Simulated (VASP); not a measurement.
# I (P6_3/mmc) in VASP: notebook, part 2 of 2

VASP 6.6.1. Earlier steps stand in the parts before.

## 3. Relaxation of cell and atoms, PBE, target pressure 5 GPa, at which the enthalpy is minimised

Input file INCAR:

```
SYSTEM = I
ALGO     = Normal         ! electronic algorithm
EDIFF    = 1E-6           ! SCF threshold, eV
EDIFFG   = -0.03          ! ionic threshold
ENCUT    = 600            ! plane-wave cutoff, eV
GGA      = PE             ! functional
IBRION   = 2              ! ionic algorithm
ISIF     = 3              ! what is computed and relaxed
ISMEAR   = -1             ! smearing method
LASPH    = .TRUE.         ! aspherical terms in the spheres
LCHARG   = .FALSE.        ! write CHGCAR
LREAL    = .FALSE.        ! projectors in reciprocal space
LWAVE    = .FALSE.        ! write WAVECAR
NELM     = 60             ! most SCF steps
NSW      = 50             ! ionic steps
PREC     = Accurate       ! precision mode
PSTRESS  = 50.0         
SIGMA    = 0.02           ! smearing width, eV
```

Input file KPOINTS:

```
k-points
0
G
  6 6 3
  0 0 0
```

Input file POSCAR:

```
I
1.0
    3.5900000000      0.0000000000      0.0000000000
   -1.7950000000      3.1090311996      0.0000000000
    0.0000000000      0.0000000000      5.8624700000
I
2
Direct
    0.3333333333      0.6666666667      0.2500000000
    0.6666666667      0.3333333333      0.7500000000
```

Potentials or basis: VASP PAW PBE potentials, release 64 (I).

Started as:

```sh
cat potpaw_PBE.64/I/POTCAR > POTCAR
mpirun -np 1 vasp_std > vasp.out
```

Run time: 1.8 min. Hardware: 1 thread of Intel Xeon 6975P-C (Granite Rapids), shared host; peak memory 0.2 GiB.

Results (log left out):

```
Free energy                                                : -2.2365 eV
Relaxed volume                                             : 31.95 Å³/atom
Relaxed cell                                               : a = 3.887 Å, b = 3.887 Å, c = 4.884 Å, α = 90.00°, β = 90.00°, γ = 120.00°
Space group after relaxing (to 0.1 Å)                      : P6_3/mmc (No. 194)
Energy change on relaxing (the run minimises the enthalpy) : -142.3 meV/atom
Ionic steps                                                : 16
Pressure after relaxing                                    : 5.0 GPa
Band gap on the k mesh                                     : zero (bands 7 and 8 overlap by 1.31 eV)
```

Stress tensor (GPa, compression positive):
```
4.92 0.00 0.00
0.00 4.92 0.00
0.00 0.00 5.14
```

The path:
| step | energy change (eV) | largest force (eV/Å) | pressure (GPa) | volume (Å³) |
| --- | --- | --- | --- | --- |
| 1 | 0.0000 | 0.0000 | 2.54 | 65.43 |
| 2 | 0.0954 | 0.0000 | 5.61 | 60.78 |
| 3 | 0.1071 | 0.0000 | 5.93 | 60.39 |
| 4 | 0.1194 | 0.0000 | 7.17 | 58.96 |
| 5 | 0.2742 | 0.0000 | 13.20 | 54.60 |
| 6 | 0.1370 | 0.0000 | 8.62 | 57.57 |
| 7 | 0.2003 | 0.0000 | 11.33 | 55.63 |
| 8 | 0.1513 | 0.0000 | 9.56 | 56.82 |
| 9 | 0.1156 | 0.0000 | 9.54 | 56.97 |
| 10 | 0.0885 | 0.0000 | 9.89 | 57.18 |
| 11 | 0.0245 | 0.0000 | 11.02 | 57.43 |
| 12 | -0.1204 | 0.0000 | 8.37 | 59.87 |
| 13 | -0.2633 | 0.0000 | 5.48 | 63.25 |
| 14 | -0.2804 | 0.0000 | 5.10 | 63.78 |
| 15 | -0.2845 | 0.0000 | 5.02 | 63.91 |
| 16 | -0.2845 | 0.0000 | 4.99 | 63.91 |

Final structure:
```yaml
crystal:
  lattice:
    - [3.88700, 0.00000, 0.00000]
    - [-1.94350, 3.36624, 0.00000]
    - [0.00000, 0.00000, 4.88406]
  atoms:
    - { symbol: I, position: [0.33333, 0.66667, 0.25000] }
    - { symbol: I, position: [0.66667, 0.33333, 0.75000] }
```

Levels at points of the mesh, in eV from the Fermi level:
| k point | band 5 | band 6 | band 7 | band 8 | band 9 | band 10 |
| --- | --- | --- | --- | --- | --- | --- |
| (0.00, 0.00, 0.00) | -1.61 | 0.24 | 0.24 | 1.81 | 4.32 | 6.55 |
| (0.50, 0.00, 0.00) | -2.94 | -2.47 | -1.51 | 0.47 | 3.91 | 7.12 |

Caveat: the cell is relaxed towards a set pressure, so the run minimises the enthalpy, not the energy; a cell axis changed by over 15 % at a fixed basis, so the end point is rough; spin-orbit coupling is left out, which moves the levels of the heavy elements.

## 4. Relaxation of cell and atoms, PBE, target pressure 10 GPa, at which the enthalpy is minimised

Input file INCAR:

```
ALGO = Normal
EDIFF = 1E-6
EDIFFG = -0.03
ENCUT = 600
GGA = PE
IBRION = 2
ISIF = 3
ISMEAR = -1
LASPH = True
LCHARG = False
LREAL = False
LWAVE = False
NELM = 80
NSW = 50
PREC = Accurate
PSTRESS = 100.0
SIGMA = 0.02
```

Input file KPOINTS:

```
k-points
0
Gamma
  6 6 3
```

POSCAR is that of step 3.

Potentials or basis: VASP PAW PBE potentials, release 64 (I).

Started as:

```sh
cat potpaw_PBE.64/I/POTCAR > POTCAR
mpirun -np 1 vasp_std > vasp.out
```

OUTCAR:

```text
EDIFF = 1E-6
   EDIFFG = -0.03
   ENCUT = 600
   GGA = PE
   IBRION = 2
   ISIF = 3
   ISMEAR = -1
   LASPH = True
   LREAL = False
   NELM = 80
   NSW = 50
   PREC = Accurate
   PSTRESS = 100.0

 ion  position               nearest neighbor table
   1  0.333  0.667  0.250-
   2  0.667  0.333  0.750-

  LATTYP: Found a hexagonal cell.
 ALAT       =     3.5900000000
 C/A-ratio  =     1.6330000000

  Lattice vectors:

 A1 = (   3.5900000000,   0.0000000000,   0.0000000000)
 A2 = (  -1.7950000000,   3.1090311996,   0.0000000000)
 A3 = (   0.0000000000,   0.0000000000,   5.8624700000)

Analysis of symmetry for initial positions (statically):
=====================================================================
 Subroutine PRICEL returns:
 Original cell was already a primitive cell.

[... 474 lines left out ...]
     11      16.2915      0.00000

[... ionic steps 4 to 11 ...]

--------------------------------------- Ionic step       12  -------------------------------------------

 number of electron      14.0000001 magnetization

------------------------ aborting loop because EDIFF is reached ----------------------------------------
[... 71 lines left out ...]
--------------------------------------- Ionic step       14  -------------------------------------------

 number of electron      13.9999999 magnetization

 Free energy of the ion-electron system (eV)
  ---------------------------------------------------
  ext. energy  EPLUGINS =         0.00000000
  ---------------------------------------------------
  free energy    TOTEN  =        -1.97907619 eV

  energy without entropy =       -1.97750734  energy(sigma->0) =       -1.97829176

 E-fermi :   7.3107     XC(G=0):  -9.9200

 val. band max:        7.2054217560   @ k =   0.0000   0.0000   0.3333
 cond. band min:       7.3249221684   @ k =   0.1667   0.1667   0.0000
 fundamental gap:      0.1195004124
 Fermi energy:         7.3107108201

 k-point     1 :       0.0000    0.0000    0.0000
  band No.  band energies     occupation
      1      -7.8769      2.00000
      2      -4.2536      2.00000
      3       1.2635      2.00000
      4       5.7481      2.00000
      5       5.7481      2.00000
      6       7.7106      0.00000
      7       7.7106      0.00000
      8       9.4665      0.00000
      9      11.5042      0.00000
     10      14.1790      0.00000
     11      15.5533      0.00000
[... 213 lines left out ...]
  energy  without entropy=       -1.9775073364  energy(sigma->0) =       -1.97829176

  enthalpy is  TOTEN    =         1.6546331065 eV   P V=        3.6337092929

 reached required accuracy - stopping structural energy minimisation
```

It took 1.7 min on 1 thread of Intel Xeon 6975P-C (Granite Rapids), shared host; peak memory 0.2 GiB.

What came out:

```
Free energy                                                : -1.9791 eV
Relaxed volume                                             : 29.11 Å³/atom
Relaxed cell                                               : a = 3.727 Å, b = 3.727 Å, c = 4.839 Å, α = 90.00°, β = 90.00°, γ = 120.00°
Space group after relaxing (to 0.1 Å)                      : P6_3/mmc (No. 194)
Energy change on relaxing (the run minimises the enthalpy) : -13.5 meV/atom
Ionic steps                                                : 14
Pressure after relaxing                                    : 10.0 GPa
Band gap on the k mesh                                     : zero (bands 7 and 8 overlap by 1.80 eV)
```

The path:
```tsv
step	energy change (eV)	largest force (eV/Å)	pressure (GPa)	volume (Å³)
1	0.0000	0.0000	2.54	65.43
2	0.6657	0.0000	16.85	52.03
3	0.3241	0.0000	10.32	56.26
4	0.3119	0.0000	11.91	54.97
5	0.8154	0.0000	25.11	50.42
6	0.3307	0.0000	13.75	53.98
7	0.1550	0.0000	11.28	56.15
8	-0.0305	0.0000	9.08	58.48
9	-0.2513	0.0000	6.04	63.12
10	-0.0821	0.0000	8.46	59.26
11	-0.0800	0.0000	9.42	59.22
12	-0.0878	0.0000	8.89	59.25
13	-0.0208	0.0000	10.13	58.12
14	-0.0271	0.0000	10.02	58.22
```

Final structure:
```xyz
2
Lattice="3.7273 0.0000 0.0000 -1.8636 3.2279 0.0000 0.0000 0.0000 4.8389" Properties=species:S:1:pos:R:3 pbc="T T T"
I     0.0000    2.1519    1.2097
I     1.8636    1.0760    3.6292
```

Levels at points of the mesh, in eV from the Fermi level:
```
           k point  band 4  band 5  band 6  band 7  band 8  band 9  band 10  band 11
(0.00, 0.00, 0.00)   -1.56   -1.56    0.40    0.40    2.16    4.19     6.87     8.24
(0.50, 0.00, 0.00)   -3.87   -3.15   -3.00   -1.80    0.52    3.50     6.89     7.97
```

Caveat: the cell is relaxed towards a set pressure, so the run minimises the enthalpy, not the energy; a cell axis changed by over 15 % at a fixed basis, so the end point is rough; spin-orbit coupling is left out, which moves the levels of the heavy elements.

## 5. Relaxation of cell and atoms, PBE, target pressure 20 GPa, at which the enthalpy is minimised

Input file INCAR:

```
SYSTEM = I
ALGO = Normal
EDIFF = 1E-7
EDIFFG = -0.03
ENCUT = 600
GGA = PE
IBRION = 2
ISIF = 3
ISMEAR = -1
LASPH = .TRUE.
LCHARG = .FALSE.
LREAL = .FALSE.
LWAVE = .FALSE.
NELM = 80
NSW = 50
PREC = Accurate
PSTRESS = 200.0
SIGMA = 0.02
```

Input file KPOINTS:

```
k-points
0
G
  6 6 3
  0 0 0
```

POSCAR is that of step 4.

Started as:

```sh
cat potpaw_PBE.64/I/POTCAR > POTCAR
mpirun -np 1 vasp_std > vasp.out
```

Run time: 92 s. Hardware: 1 thread of Intel Xeon 6975P-C (Granite Rapids), shared host; peak memory 0.2 GiB.

Results (log left out):

| Property | Result |
| --- | --- |
| Free energy | -1.2889 eV |
| Relaxed volume | 25.38 Å³/atom |
| Relaxed cell | a = 3.435 Å, b = 3.435 Å, c = 4.969 Å, α = 90.00°, β = 90.00°, γ = 120.00° |
| Space group after relaxing (to 0.1 Å) | P6_3/mmc (No. 194) |
| Energy change on relaxing (the run minimises the enthalpy) | +331.5 meV/atom |
| Ionic steps | 12 |
| Pressure after relaxing | 20.0 GPa |
| Band gap on the k mesh | zero (bands 7 and 8 overlap by 3.48 eV) |

Step by step:
| step | energy change (eV) | largest force (eV/Å) | pressure (GPa) | volume (Å³) |
| --- | --- | --- | --- | --- |
| 1 | 0.0000 | 0.0000 | 2.54 | 65.43 |
| 2 | 4.4667 | 0.0000 | 80.64 | 37.14 |
| 3 | 0.7613 | 0.0000 | 18.27 | 51.32 |
| 4 | 0.8374 | 0.0000 | 19.62 | 50.67 |
| 5 | 0.8706 | 0.0000 | 20.20 | 50.40 |
| 6 | 0.8405 | 0.0000 | 21.41 | 49.82 |
| 7 | 1.3352 | 0.0000 | 33.68 | 47.41 |
| 8 | 0.8688 | 0.0000 | 23.49 | 49.25 |
| 9 | 0.4548 | 0.0000 | 17.01 | 52.69 |
| 10 | 0.7181 | 0.0000 | 21.11 | 50.36 |
| 11 | 0.6208 | 0.0000 | 18.99 | 51.14 |
| 12 | 0.6631 | 0.0000 | 19.95 | 50.77 |

Final structure:
```xyz
2
Lattice="3.4350 0.0000 0.0000 -1.7175 2.9748 0.0000 0.0000 0.0000 4.9685" Properties=species:S:1:pos:R:3 pbc="T T T"
I     0.0000    1.9832    1.2421
I     1.7175    0.9916    3.7264
```

Levels at points of the mesh, in eV from the Fermi level:
```tsv
k point	band 4	band 5	band 6	band 7	band 8	band 9	band 10	band 11
(0.00, 0.00, 0.00)	-0.81	-0.81	1.02	1.02	2.58	4.85	7.73	8.54
(0.50, 0.00, 0.00)	-4.58	-4.38	-3.00	-2.25	0.52	3.17	6.45	7.66
```

Caveat: the cell is relaxed towards a set pressure, so the run minimises the enthalpy, not the energy; the volume moved by over 15 % at a fixed basis, so the end points are rough; spin-orbit coupling is left out, which moves the levels of the heavy elements.

## 6. Overview

| cell | gap on the mesh (eV) | pressure (GPa) |
| --- | --- | --- |
| relaxed | none | 0.0 |
| relaxed to 5 GPa | none | 5.0 |
| relaxed to 10 GPa | none | 10.0 |
| relaxed to 20 GPa | none | 20.0 |

Alike in all rows: task relaxation of cell and atoms; level PBE; potentials or basis VASP PAW PBE potentials, release 64 (I); no spin polarisation; k mesh 6 × 6 × 3; cutoff (eV) 600; smearing fermi-dirac 0.02 eV.

Caveats: spin-orbit coupling is left out, which moves the levels of the heavy elements; the cell is relaxed towards a set pressure, so the run minimises the enthalpy, not the energy (at least some runs); the volume moved by over 15 % at a fixed basis, so the end points are rough (at least some runs); a cell axis changed by over 15 % at a fixed basis, so the end point is rough (at least some runs).

Total energies depend on the potentials used, so only differences within one code and one set of settings carry meaning.
